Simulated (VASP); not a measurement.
# NbAs (P6_3mc) in VASP: further runs

The runs below take NbAs through single point, with PBEsol.

All numbers are computed with VASP 6.6.1; they aren't measurements. Logs are shortened: lines on timing, memory, paths and dates and some standing lists are left out, and cuts for length are marked.

### Step 1. The cell of the first run

It takes space group P6_3mc (No. 186, hexagonal). Conventional cell: a = 3.477 Å, b = 3.477 Å, c = 6.743 Å, α = 90.00°, β = 90.00°, γ = 120.00°. Nb (site symmetry 3m) has 4 As at 2.19 to 2.33 Å within 2.9 Å. As (site symmetry 3m) has 4 Nb at 2.19 to 2.33 Å within 2.9 Å.

### Step 2. Single point, PBEsol

Input file INCAR:

```
SYSTEM = NbAs
PREC = Accurate
ENCUT = 520
EDIFF = 1E-7
ISMEAR = 0
SIGMA = 0.1
LREAL = .FALSE.
LASPH = .TRUE.
NELM = 60
ALGO = Normal
ISIF = 2
LWAVE = .FALSE.
LCHARG = .FALSE.
GGA = PS
NBANDS = 26
```

Input file KPOINTS:

```
Automatic mesh
0
G
  6 6 4
  0 0 0
```

Input file POSCAR:

```
NbAs
1.0
    3.4774823675      0.0000000000      0.0000000000
   -1.7387411837      3.0115880715      0.0000000000
    0.0000000000      0.0000000000      6.7434751178
Nb As
2 2
Direct
    0.3333333333      0.6666666667      0.0301515144
    0.6666666667      0.3333333333      0.5301515144
    0.3333333333      0.6666666667      0.3548484856
    0.6666666667      0.3333333333      0.8548484856
```

Potentials or basis: VASP PAW PBE potentials, release 64 (Nb_sv, As).

On the command line:

```bash
$ cat potpaw_PBE.64/Nb_sv/POTCAR potpaw_PBE.64/As/POTCAR > POTCAR
$ mpirun -np 1 vasp_std > vasp.out
```

OUTCAR:

```text
SYSTEM = NbAs
   PREC = Accurate
   ENCUT = 520
   EDIFF = 1E-7
   ISMEAR = 0
   LREAL = .FALSE.
   LASPH = .TRUE.
   NELM = 60
   ISIF = 2
   GGA = PS

 ion  position               nearest neighbor table
   1  0.333  0.667  0.030-   3 2.19   4 2.33   4 2.33   4 2.33
   2  0.667  0.333  0.530-   4 2.19   3 2.33   3 2.33   3 2.33
   3  0.333  0.667  0.355-   1 2.19   2 2.33   2 2.33   2 2.33
   4  0.667  0.333  0.855-   2 2.19   1 2.33   1 2.33   1 2.33

  LATTYP: Found a hexagonal cell.
 ALAT       =     3.4774823675
 C/A-ratio  =     1.9391831231

  Lattice vectors:

 A1 = (   3.4774823675,   0.0000000000,   0.0000000000)
 A2 = (  -1.7387411837,   3.0115880715,   0.0000000000)
 A3 = (   0.0000000000,   0.0000000000,   6.7434751178)

Analysis of symmetry for initial positions (statically):
=====================================================================
 Subroutine PRICEL returns:
 Original cell was already a primitive cell.

 Routine SETGRP: Setting up the symmetry group for a
 hexagonal supercell.

 Subroutine GETGRP returns: Found 12 space group operations
 (whereof  6 operations were pure point group operations)
 out of a pool of 24 trial point group operations.

The static configuration has the point symmetry C_3v.
 The point group associated with its full space group is C_6v.

Analysis of symmetry for dynamics (positions and initial velocities):
=====================================================================
 Subroutine PRICEL returns:
 Original cell was already a primitive cell.

 Routine SETGRP: Setting up the symmetry group for a
 hexagonal supercell.

 Subroutine GETGRP returns: Found 12 space group operations
 (whereof  6 operations were pure point group operations)
 out of a pool of 24 trial point group operations.

The dynamic configuration has the point symmetry C_3v.
 The point group associated with its full space group is C_6v.

 Subroutine INISYM returns: Found 12 space group operations
 (whereof  6 operations are pure point group operations),
 and found     1 'primitive' translations

----------------------------------------------------------------------------------------

                                     Primitive cell

  volume of cell :      70.6227

  direct lattice vectors                    reciprocal lattice vectors
     3.477482367  0.000000000  0.000000000     0.287564362  0.166025362  0.000000000
    -1.738741184  3.011588071  0.000000000     0.000000000  0.332050724  0.000000000
     0.000000000  0.000000000  6.743475118     0.000000000  0.000000000  0.148291494
[... 85 lines left out ...]
   LREAL  =      F    real-space projection
   EDIFFG = 0.1E-05   stopping-criterion for IOM
   NSW    =      0    number of steps for IOM
   IBRION =     -1    ionic relax: 0-MD 1-quasi-New 2-CG
   NFREE  =      0    steps in history (QN), initial steepest desc. (CG)
   ISIF   =      2    stress and relaxation
   ISYM   =      2    0-nonsym 1-usesym 2-fastsym
   POTIM  = 0.5000    time-step for ionic-motion
   TEBEG  =    0.0;   TEEND  =   0.0 temperature during run
   PSTRESS=    0.0 pullay stress
   NELECT =      36.0000    total number of electrons
   NUPDOWN=      -1.0000    fix difference up-down
   EMIN   =  10.00;   EMAX   =-10.00  energy-range for DOS
   EFERMI =   0.00;   METHOD = LEGACY
   ISMEAR =     0;   SIGMA  =   0.10  broadening in eV -4-tet -1-fermi 0-gaus
   EFERMI_NEDOS =   21; number of points for ismear=-14 and -15
   IALGO  =     38    algorithm
   IMIX   =      4    mixing-type and parameters
     AMIX     =   0.40;   BMIX     =  1.00
     AMIX_MAG =   1.60;   BMIX_MAG =  1.00
  volume/ion in A,a.u.               =      17.66       119.15
  Fermi-wavevector in a.u.,A,eV,Ry     =   1.307759  2.471305 23.269126  1.710232
  Thomas-Fermi vector in A             =   2.438471
   LORBIT       =      0    0 simple, 1 ext, 2 COOP (PROOUT), +10 PAW based schemes
   GGA     = PS    functional components
   LHFCALC =     F    Hartree Fock is set to
   AEXX    =    0.0000 exact exchange contribution
   IVDW    =     0    specifies the selected vdW correction
   LEPSILON=     F    determine dielectric tensor
   LRPA    =     F    only Hartree local field effects (RPA)
 non-spin polarized calculation
 Gauss-broadening in eV      SIGMA  =   0.10
  energy-cutoff  :      520.00
  volume of cell :       70.62
 maximum number of plane-waves:      1934
 NGX is ok and might be reduce to    28
   NGX = 13   NGY = 13   NGZ = 25

 number of electron      35.9999996 magnetization

 Free energy of the ion-electron system (eV)
  ---------------------------------------------------
  ext. energy  EPLUGINS =         0.00000000
  ---------------------------------------------------
  free energy    TOTEN  =       -28.65410189 eV

  energy without entropy =      -28.64243586  energy(sigma->0) =      -28.64826887

 E-fermi :   9.0555     XC(G=0): -11.6513

 val. band max:        9.0270878446   @ k =   0.0000   0.0000   0.2500
 cond. band min:       9.0594067216   @ k =   0.5000   0.0000   0.0000
 fundamental gap:      0.0323188770
 Fermi energy:         9.0554941419

 k-point     1 :       0.0000    0.0000    0.0000
  band No.  band energies     occupation
      1     -45.5243      2.00000
      2     -45.5125      2.00000
      3     -22.1447      2.00000
      4     -21.9204      2.00000
      5     -21.6304      2.00000
      6     -21.6304      2.00000
[... 598 lines left out ...]
     25      14.5016      0.00000
     26      14.5016      0.00000

------------------------ aborting loop because EDIFF is reached ----------------------------------------

  FORCE on cell =-STRESS in cart. coord.  units (eV):
  Direction    XX          YY          ZZ          XY          YZ          ZX
  --------------------------------------------------------------------------------------
  -------------------------------------------------------------------------------------
  Total       13.0200651     13.0200651     35.9326553      0.0000000      0.0000000     -0.0000000
  in kB      295.3789040    295.3789040    815.1839676      0.0000000      0.0000000     -0.0000000
  external PRESSURE =     468.6472585 kB  Pullay stress =       0.0000000 kB

 VOLUME and BASIS-vectors are now :
 -----------------------------------------------------------------------------
  energy-cutoff  :      520.00
  volume of cell :       70.62
      direct lattice vectors                 reciprocal lattice vectors
     3.477482367  0.000000000  0.000000000     0.287564362  0.166025362  0.000000000
    -1.738741184  3.011588071  0.000000000     0.000000000  0.332050724  0.000000000
     0.000000000  0.000000000  6.743475118     0.000000000  0.000000000  0.148291494

 POSITION                                       TOTAL-FORCE (eV/Angst)
 -----------------------------------------------------------------------------------
     -0.00000      2.00773      0.20333         0.000000      0.000000     -1.093242
      1.73874      1.00386      3.57506        -0.000000     -0.000000     -1.093242
     -0.00000      2.00773      2.39291        -0.000000      0.000000      1.093242
      1.73874      1.00386      5.76465        -0.000000      0.000000      1.093242
 -----------------------------------------------------------------------------------
    total drift:                               -0.000000     -0.000000      0.000251

  FREE ENERGIE OF THE ION-ELECTRON SYSTEM (eV)
  ---------------------------------------------------
  free  energy   TOTEN  =       -28.6541018874 eV

  energy  without entropy=      -28.6424358625  energy(sigma->0) =      -28.64826887
```

OSZICAR:

```text
N       E                     dE             d eps       ncg     rms          rms(c)
DAV:   1     0.361895766403E+03    0.36190E+03   -0.19001E+04  1092   0.137E+03
DAV:   2     0.149197562496E+01   -0.36040E+03   -0.34763E+03  1310   0.497E+02
DAV:   3    -0.277599426620E+02   -0.29252E+02   -0.28690E+02  1944   0.107E+02
DAV:   4    -0.301842648301E+02   -0.24243E+01   -0.24091E+01  1616   0.247E+01
DAV:   5    -0.302475246798E+02   -0.63260E-01   -0.63219E-01  1838   0.406E+00    0.146E+01
DAV:   6    -0.286783749607E+02    0.15691E+01   -0.50574E+00  1618   0.157E+01    0.537E+00
DAV:   7    -0.286559961373E+02    0.22379E-01   -0.39958E-01  1634   0.331E+00    0.292E+00
DAV:   8    -0.286553079973E+02    0.68814E-03   -0.83287E-02  1780   0.182E+00    0.337E-01
DAV:   9    -0.286540561427E+02    0.12519E-02   -0.65364E-03  1722   0.603E-01    0.241E-01
DAV:  10    -0.286540924909E+02   -0.36348E-04   -0.73243E-04  1402   0.229E-01    0.765E-02
DAV:  11    -0.286540999058E+02   -0.74148E-05   -0.17590E-04  1564   0.954E-02    0.144E-02
DAV:  12    -0.286541019920E+02   -0.20863E-05   -0.10952E-05  1684   0.331E-02    0.618E-03
DAV:  13    -0.286541020200E+02   -0.28042E-07   -0.13104E-06  1656   0.788E-03    0.299E-03
DAV:  14    -0.286541018590E+02    0.16101E-06   -0.10252E-07   784   0.235E-03    0.535E-04
DAV:  15    -0.286541018874E+02   -0.28353E-07   -0.35323E-08   640   0.188E-03
   1 F= -.28654102E+02 E0= -.28648269E+02  d E =-.116660E-01
```

It took 94 s on 1 thread of Intel Xeon 8259CL, shared host; peak memory 0.2 GiB.

Results:

```
Free energy            : -28.6541 eV
Pressure               : 46.9 GPa
Largest force          : 1.093 eV/Å
Band gap on the k mesh : zero (bands 18 and 19 overlap by 0.43 eV)
```

Forces on the atoms (eV/Å):
```
Nb   0.000  0.000 -1.093
Nb   0.000  0.000 -1.093
As   0.000  0.000  1.093
As   0.000  0.000  1.093
```

Stress tensor (GPa, compression positive):
```
29.54  0.00  0.00
 0.00 29.54  0.00
 0.00  0.00 81.52
```

Caveat: the stress differs along the axes, from 30 to 82 GPa; the PAW data sets were made with another functional, which shifts forces and pressure a little.

### Step 3. Single point, PBEsol

This run uses another cell than the first one, of 19.89 Å³/atom.

Input file INCAR:

```
SYSTEM = NbAs
  PREC = Accurate
  ENCUT = 520
  EDIFF = 1E-7
  ISMEAR = 0
  SIGMA = 0.1
  LREAL = .FALSE.
  LASPH = .TRUE.
  NELM = 80
  ALGO = Normal
  ISIF = 2
  LWAVE = .FALSE.
  LCHARG = .TRUE.
  GGA = PS
  LELF = .TRUE.
  LVHAR = .TRUE.
  NBANDS = 26
```

Input file KPOINTS:

```
regular mesh
0
G
  6 6 4
  0 0 0
```

Input file POSCAR:

```
NbAs
1.0
    3.3137601841      0.0000000000      0.0000000000
   -1.6568800920      2.8698005015      0.0000000000
    0.0000000000      0.0000000000      8.3650886962
Nb As
2 2
Direct
    0.3333333333      0.6666666667      0.0427511216
    0.6666666667      0.3333333333      0.5427511216
    0.3333333333      0.6666666667      0.3422488784
    0.6666666667      0.3333333333      0.8422488784
```

Potentials or basis: VASP PAW PBE potentials, release 64 (Nb_sv, As).

On the command line:

```bash
$ cat potpaw_PBE.64/Nb_sv/POTCAR potpaw_PBE.64/As/POTCAR > POTCAR
$ mpirun -np 1 vasp_std > vasp.out
```

Wall time 1.7 min (1 thread of Intel Xeon 8259CL, shared host); peak memory 0.23 GiB.

It converged, with:

| Quantity | Value |
| --- | --- |
| Free energy | -31.7280 eV |
| Pressure | 0.3 GPa |
| Largest force | 0.004 eV/Å |
| Band gap on the k mesh | zero (bands 18 and 19 overlap by 0.04 eV) |

Forces in eV/Å, atoms in the order of the input:
```
Nb   0.000  0.000 -0.004
Nb   0.000  0.000 -0.004
As   0.000  0.000  0.004
As   0.000  0.000  0.004
```

Stress tensor (GPa, compression positive):
```
0.20 0.00 0.00
0.00 0.20 0.00
0.00 0.00 0.61
```

Levels at points of the mesh, in eV from the Fermi level:
```csv
k point,band 15,band 16,band 17,band 18,band 19,band 20,band 21,band 22
"(0.00, 0.00, 0.00)",-0.91,-0.59,-0.59,-0.28,0.78,0.78,1.41,1.41
"(0.50, 0.00, 0.00)",-1.70,-1.65,-0.34,-0.31,0.27,1.27,2.32,3.11
"(0.00, 0.00, 0.50)",-0.76,-0.76,-0.68,-0.68,1.05,1.05,1.05,1.05
"(0.50, 0.00, 0.50)",-1.23,-1.23,-1.15,-1.15,1.16,1.16,3.07,3.07
```

Caveat: the k points lie up to 0.36 Å⁻¹ apart; the PAW data sets were made with another functional, which shifts forces and pressure a little.

The gap in the log of VASP goes by the Fermi energy; the results here count the filled bands.